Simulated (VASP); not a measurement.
# Sb (I4/mcm) in VASP: a series of runs

The runs below take Sb through single point, with PBEsol, PBE.

Program: VASP 6.6.1. These are calculated values, not measurements. Logs are shortened: lines on timing, memory, paths and dates and some standing lists are left out, and cuts for length are marked.

### 1 The cell of the first run

The structure is tetragonal, space group I4/mcm (No. 140). Conventional cell: a = 8.131 Å, b = 8.131 Å, c = 4.087 Å, α = 90.00°, β = 90.00°, γ = 90.00°. Within 4.0 Å of Sb (site symmetry m2m) lie 7 Sb at 3.05 to 3.48 Å.

### 2 Single point, PBEsol (functional PBEsol, strained)

File INCAR:

```
  ALGO = Normal
  EDIFF = 1E-7
  ENCUT = 520
  GGA = PS
  ISIF = 2
  ISMEAR = 0
  LASPH = T
  LCHARG = F
  LREAL = F
  LWAVE = F
  NBANDS = 18
  NELM = 80
  PREC = Accurate
  SIGMA = 0.1
```

File KPOINTS:

```
k-points
0
Gamma
  12 12 12
```

File POSCAR:

```
Sb
1.0
   -4.0654747380      4.0654747380      2.0433109868
    4.0654747380     -4.0654747380      2.0433109868
    4.0654747380      4.0654747380     -2.0433109868
Sb
4
Direct
    0.3487369400      0.1512630600      0.5000000000
    0.8487369400      0.3487369400      0.1974738800
    0.6512630600      0.8487369400      0.5000000000
    0.1512630600      0.6512630600      0.8025261200
```

Potentials or basis: VASP PAW PBE potentials, release 64 (Sb).

The run is started by

```
$ cat potpaw_PBE.64/Sb/POTCAR > POTCAR
$ mpirun -np 1 vasp_std > vasp.out
```

OUTCAR:

```text
EDIFF = 1E-7
   ENCUT = 520
   GGA = PS
   ISIF = 2
   ISMEAR = 0
   LASPH = T
   LREAL = F
   NELM = 80
   PREC = Accurate

 ion  position               nearest neighbor table
   1  0.349  0.151  0.500-   3 3.05   3 3.05   4 3.20   2 3.20   2 3.20   4 3.20   3 3.48
   2  0.849  0.349  0.197-   4 3.05   4 3.05   3 3.20   1 3.20   1 3.20   3 3.20   4 3.48
   3  0.651  0.849  0.500-   1 3.05   1 3.05   4 3.20   2 3.20   4 3.20   2 3.20   1 3.48
   4  0.151  0.651  0.803-   2 3.05   2 3.05   1 3.20   3 3.20   1 3.20   3 3.20   2 3.48

  LATTYP: Found a body centered tetragonal cell.
 ALAT       =     8.1309494760
 C/A-ratio  =     0.5026008322

  Lattice vectors:

 A1 = (  -4.0654747380,   4.0654747380,   2.0433109868)
 A2 = (   4.0654747380,  -4.0654747380,   2.0433109868)
 A3 = (   4.0654747380,   4.0654747380,  -2.0433109868)

Analysis of symmetry for initial positions (statically):
=====================================================================
 Subroutine PRICEL returns:
 Original cell was already a primitive cell.

 Routine SETGRP: Setting up the symmetry group for a
 body centered tetragonal supercell.

 Subroutine GETGRP returns: Found 16 space group operations
 (whereof  8 operations were pure point group operations)
 out of a pool of 16 trial point group operations.

The static configuration has the point symmetry C_4h.
 The point group associated with its full space group is D_4h.

Analysis of symmetry for dynamics (positions and initial velocities):
=====================================================================
 Subroutine PRICEL returns:
 Original cell was already a primitive cell.

 Routine SETGRP: Setting up the symmetry group for a
 body centered tetragonal supercell.

 Subroutine GETGRP returns: Found 16 space group operations
 (whereof  8 operations were pure point group operations)
 out of a pool of 16 trial point group operations.

The dynamic configuration has the point symmetry C_4h.
 The point group associated with its full space group is D_4h.

 Subroutine INISYM returns: Found 16 space group operations
 (whereof  8 operations are pure point group operations),
 and found     1 'primitive' translations

----------------------------------------------------------------------------------------

                                     Primitive cell

  volume of cell :     135.0881

  direct lattice vectors                    reciprocal lattice vectors
    -4.065474738  4.065474738  2.043310987     0.000000000  0.122986867  0.244700882
     4.065474738 -4.065474738  2.043310987     0.122986867  0.000000000  0.244700882
     4.065474738  4.065474738 -2.043310987     0.122986867  0.122986867  0.000000000

  length of vectors
     6.101744790  6.101744790  6.101744790     0.273869113  0.273869113  0.173929695

  position of ions in fractional coordinates (direct lattice)
     0.348736940  0.151263060  0.500000000
     0.848736940  0.348736940  0.197473880
     0.651263060  0.848736940  0.500000000
     0.151263060  0.651263060  0.802526120

  ion indices of the primitive-cell ions
   primitive index   ion index
                 1           1
                 2           2
                 3           3
                 4           4

----------------------------------------------------------------------------------------

 KPOINTS: k-points

Automatic generation of k-mesh.
 Grid dimensions read from file:
 generate k-points for:   12   12   12

 Generating k-lattice:

  Cartesian coordinates                     Fractional coordinates (reciprocal lattice)
     0.000000000  0.010248906  0.020391740     0.083333333  0.000000000 -0.000000000
     0.010248906  0.000000000  0.020391740     0.000000000  0.083333333 -0.000000000
     0.010248906  0.010248906  0.000000000     0.000000000  0.000000000  0.083333333

  Length of vectors
     0.022822426  0.022822426  0.014494141

  Shift w.r.t. Gamma in fractional coordinates (k-lattice)
     0.000000000  0.000000000  0.000000000

 Subroutine IBZKPT returns following result:
 ===========================================

 Found    163 irreducible k-points:

 Following reciprocal coordinates:
            Coordinates               Weight
  0.000000  0.000000  0.000000      1.000000
  0.083333 -0.000000  0.000000      8.000000
  0.166667 -0.000000  0.000000      8.000000
  0.250000  0.000000  0.000000      8.000000
  0.333333  0.000000 -0.000000      8.000000
  0.416667 -0.000000  0.000000      8.000000
[... 16 lines left out ...]
  0.500000  0.166667  0.000000     16.000000
 -0.416667  0.166667  0.000000     16.000000
 [... further k-points ...]
   k-points           NKPTS =    163   k-points in BZ     NKDIM =    163   number of bands    NBANDS=     18
   number of dos      NEDOS =    301   number of ions     NIONS =      4
   total plane-waves  NPLWV = 110592
   dimension x,y,z NGX =    48 NGY =   48 NGZ =   48
   dimension x,y,z NGXF=    96 NGYF=   96 NGZF=   96
   ions per type =               4
   NGX,Y,Z   is equivalent  to a cutoff of  13.08, 13.08, 13.08 a.u.
   NGXF,Y,Z  is equivalent  to a cutoff of  26.16, 26.16, 26.16 a.u.
 SYSTEM =  unknown system
   PREC   = accura    normal or accurate (medium, high low for compatibility)
   ISTART =      0    job   : 0-new  1-cont  2-samecut
   ICHARG =      2    charge: 1-file 2-atom 10-const
   ISPIN  =      1    spin polarized calculation?
   LNONCOLLINEAR =      F non collinear calculations
   LSORBIT =      F    spin-orbit coupling
   LASPH  =      T    aspherical Exc in radial PAW
   ENCUT  =  520.0 eV  38.22 Ry    6.18 a.u.  11.35 11.35 11.35*2*pi/ulx,y,z
   NELM   =     80;   NELMIN=  2; NELMDL= -5     # of ELM steps
   EDIFF  = 0.1E-06   stopping-criterion for ELM
   LREAL  =      F    real-space projection
   EDIFFG = 0.1E-05   stopping-criterion for IOM
   NSW    =      0    number of steps for IOM
   IBRION =     -1    ionic relax: 0-MD 1-quasi-New 2-CG
   NFREE  =      0    steps in history (QN), initial steepest desc. (CG)
   ISIF   =      2    stress and relaxation
   ISYM   =      2    0-nonsym 1-usesym 2-fastsym
   POTIM  = 0.5000    time-step for ionic-motion
   TEBEG  =    0.0;   TEEND  =   0.0 temperature during run
   PSTRESS=    0.0 pullay stress
   NELECT =      20.0000    total number of electrons
   NUPDOWN=      -1.0000    fix difference up-down
   EMIN   =  10.00;   EMAX   =-10.00  energy-range for DOS
   EFERMI =   0.00;   METHOD = LEGACY
   ISMEAR =     0;   SIGMA  =   0.10  broadening in eV -4-tet -1-fermi 0-gaus
   EFERMI_NEDOS =   21; number of points for ismear=-14 and -15
   IALGO  =     38    algorithm
   IMIX   =      4    mixing-type and parameters
     AMIX     =   0.40;   BMIX     =  1.00
     AMIX_MAG =   1.60;   BMIX_MAG =  1.00
  volume/ion in A,a.u.               =      33.77       227.90
  Fermi-wavevector in a.u.,A,eV,Ry     =   0.866056  1.636608 10.205084  0.750052
  Thomas-Fermi vector in A             =   1.984389
   LORBIT       =      0    0 simple, 1 ext, 2 COOP (PROOUT), +10 PAW based schemes
   GGA     = PS    functional components
   LHFCALC =     F    Hartree Fock is set to
   AEXX    =    0.0000 exact exchange contribution
   IVDW    =     0    specifies the selected vdW correction
   LEPSILON=     F    determine dielectric tensor
   LRPA    =     F    only Hartree local field effects (RPA)
 non-spin polarized calculation
 Gauss-broadening in eV      SIGMA  =   0.10
  energy-cutoff  :      520.00
  volume of cell :      135.09
 maximum number of plane-waves:      3670
 NGX is ok and might be reduce to    48
   NGX = 23   NGY = 23   NGZ = 23

 number of electron      20.0000000 magnetization

 Free energy of the ion-electron system (eV)
  ---------------------------------------------------
  ext. energy  EPLUGINS =         0.00000000
  ---------------------------------------------------
  free energy    TOTEN  =       -17.16481793 eV

  energy without entropy =      -17.15021355  energy(sigma->0) =      -17.15751574

 E-fermi :   5.6966     XC(G=0):  -9.0119

 val. band max:        5.6936618814   @ k =  -0.2500   0.2500   0.2500
 cond. band min:       5.7018506414   @ k =  -0.2500   0.4167   0.0833
 fundamental gap:      0.0081887600
 Fermi energy:         5.6965828661

 k-point     1 :       0.0000    0.0000    0.0000
  band No.  band energies     occupation
      1      -6.6379      2.00000
      2      -3.3904      2.00000
      3      -2.2006      2.00000
      4      -2.2006      2.00000
      5       1.0271      2.00000
      6       4.1716      2.00000
[... 10 lines left out ...]
     17      11.2237      0.00000
     18      12.3480      0.00000

 k-point     2 :       0.0833   -0.0000    0.0000
  band No.  band energies     occupation
      1      -6.5636      2.00000
      2      -3.4142      2.00000
      3      -2.2239      2.00000
      4      -2.1032      2.00000
      5       1.1504      2.00000
      6       3.4492      2.00000
[... 10 lines left out ...]
     17      10.8238      0.00000
     18      12.2935      0.00000

 k-point     3 :       0.1667   -0.0000    0.0000
  band No.  band energies     occupation
      1      -6.3414      2.00000
      2      -3.4419      2.00000
      3      -2.2851      2.00000
      4      -1.9180      2.00000
      5       1.4736      2.00000
      6       2.2563      2.00000
[... 10 lines left out ...]
     17      10.0857      0.00000
     18      11.7699      0.00000

 k-point     4 :       0.2500    0.0000    0.0000
  band No.  band energies     occupation
      1      -5.9733      2.00000
      2      -3.4157      2.00000
      3      -2.3728      2.00000
      4      -1.9309      2.00000
      5       1.5261      2.00000
      6       1.6039      2.00000
[... 10 lines left out ...]
     17      10.2892      0.00000
     18      12.1592      0.00000

 k-point     5 :       0.3333    0.0000   -0.0000
  band No.  band energies     occupation
      1      -5.4639      2.00000
      2      -3.3231      2.00000
      3      -2.4919      2.00000
      4      -2.3948      2.00000
      5       1.1805      2.00000
      6       1.3211      2.00000
[... 10 lines left out ...]
     17      10.9015      0.00000
     18      12.4623      0.00000

 k-point     6 :       0.4167   -0.0000    0.0000
  band No.  band energies     occupation
      1      -4.8231      2.00000
      2      -3.3547      2.00000
      3      -2.9666      2.00000
      4      -2.6565      2.00000
      5       0.8861      2.00000
      6       1.0498      2.00000
[... 10 lines left out ...]
     17      11.2323      0.00000
     18      11.7194      0.00000

 k-point     7 :       0.5000    0.0000    0.0000
  band No.  band energies     occupation
      1      -4.0759      2.00000
      2      -4.0759      2.00000
      3      -2.8561      2.00000
      4      -2.8561      2.00000
      5       0.8526      2.00000
      6       0.8526      2.00000
[... 10 lines left out ...]
     17      11.2636      0.00000
     18      11.2636      0.00000

 k-point     8 :       0.0833    0.0833    0.0000
  band No.  band energies     occupation
      1      -6.3657      2.00000
      2      -3.3586      2.00000
      3      -2.1298      2.00000
      4      -2.0936      2.00000
      5       1.3889      2.00000
      6       2.3250      2.00000
[... 10 lines left out ...]
     17      10.1066      0.00000
     18      11.8795      0.00000
[... 229 lines left out ...]
     17      10.5316      0.00000
     18      12.2735      0.00000

 k-point    20 :       0.2500    0.1667   -0.0000
  band No.  band energies     occupation
      1      -4.9581      2.00000
      2      -3.2471      2.00000
      3      -2.8396      2.00000
      4      -2.5558      2.00000
      5       0.7985      2.00000
      6       1.2810      2.00000
[... 10 lines left out ...]
     17      11.2329      0.00000
     18      11.7352      0.00000

 k-point    21 :       0.3333    0.1667    0.0000
  band No.  band energies     occupation
      1      -4.2376      2.00000
      2      -3.8451      2.00000
      3      -2.9721      2.00000
      4      -2.8434      2.00000
      5       0.6906      2.00000
      6       1.4188      2.00000
[... 10 lines left out ...]
     17      11.3611      0.00000
     18      11.6865      0.00000

 k-point    22 :       0.4167    0.1667    0.0000
  band No.  band energies     occupation
      1      -4.5654      2.00000
      2      -3.4822      2.00000
      3      -3.3091      2.00000
      4      -2.7270      2.00000
      5       0.7831      2.00000
      6       1.7549      2.00000
[... 10 lines left out ...]
     17      11.4341      0.00000
     18      11.7405      0.00000

 k-point    23 :       0.5000    0.1667    0.0000
  band No.  band energies     occupation
      1      -5.2162      2.00000
      2      -3.6881      2.00000
      3      -2.7299      2.00000
      4      -2.4689      2.00000
      5       1.0761      2.00000
      6       2.1176      2.00000
[... 10 lines left out ...]
     17      11.3242      0.00000
     18      12.1818      0.00000

 k-point    24 :      -0.4167    0.1667    0.0000
  band No.  band energies     occupation
      1      -5.7532      2.00000
      2      -3.8891      2.00000
      3      -2.5681      2.00000
      4      -1.8575      2.00000
      5       1.3367      2.00000
      6       2.1286      2.00000
[... 10 lines left out ...]
     17      10.9013      0.00000
     18      12.0202      0.00000

 [... further k-points ...]
[... 5 lines left out ...]
  --------------------------------------------------------------------------------------
  -------------------------------------------------------------------------------------
  Total       -1.4177703     -1.4177703     -1.9585986      0.0000000      0.0000000      0.0000000
  in kB      -16.8151006    -16.8151006    -23.2294559      0.0000000      0.0000000      0.0000000
  external PRESSURE =     -18.9532190 kB  Pullay stress =       0.0000000 kB

 VOLUME and BASIS-vectors are now :
 -----------------------------------------------------------------------------
  energy-cutoff  :      520.00
  volume of cell :      135.09
      direct lattice vectors                 reciprocal lattice vectors
    -4.065474738  4.065474738  2.043310987     0.000000000  0.122986867  0.244700882
     4.065474738 -4.065474738  2.043310987     0.122986867  0.000000000  0.244700882
     4.065474738  4.065474738 -2.043310987     0.122986867  0.122986867  0.000000000

 POSITION                                       TOTAL-FORCE (eV/Angst)
 -----------------------------------------------------------------------------------
      1.22991      2.83556      0.00000        -0.087383      0.087383      0.000000
     -1.22991      2.83556      2.04331         0.087383      0.087383     -0.000000
      2.83556      1.22991      2.04331         0.087383     -0.087383      0.000000
      5.29539      1.22991     -0.00000        -0.087383     -0.087383      0.000000
 -----------------------------------------------------------------------------------
    total drift:                                0.000000      0.000000     -0.000000

  FREE ENERGIE OF THE ION-ELECTRON SYSTEM (eV)
  ---------------------------------------------------
  free  energy   TOTEN  =       -17.1648179304 eV

  energy  without entropy=      -17.1502135533  energy(sigma->0) =      -17.15751574
```

Run time: 5.9 min. Hardware: 1 thread of Intel Xeon Platinum 8488C (Sapphire Rapids), shared host; peak memory 0.52 GiB.

What came out:

| Property | Result |
| --- | --- |
| Free energy | -17.1648 eV |
| Pressure | -1.9 GPa |
| Largest force | 0.124 eV/Å |
| Band gap on the k mesh | zero (band 10 reaches 6.44 eV, above the bottom of band 11 at 4.77 eV) |

Forces in eV/Å, atoms in the order of the input:
```
Sb  -0.087  0.087  0.000
Sb   0.087  0.087  0.000
Sb   0.087 -0.087  0.000
Sb  -0.087 -0.087  0.000
```

Stress tensor (GPa, compression positive):
```
-1.68  0.00  0.00
 0.00 -1.68  0.00
 0.00  0.00 -2.32
```

Caveat: the cell differs from its parent crystal (functional PBEsol, strained); the PAW data sets were made with another functional, which shifts forces and pressure a little; spin-orbit coupling is left out, which moves the levels of the heavy elements.

[end of part 1 of 2]
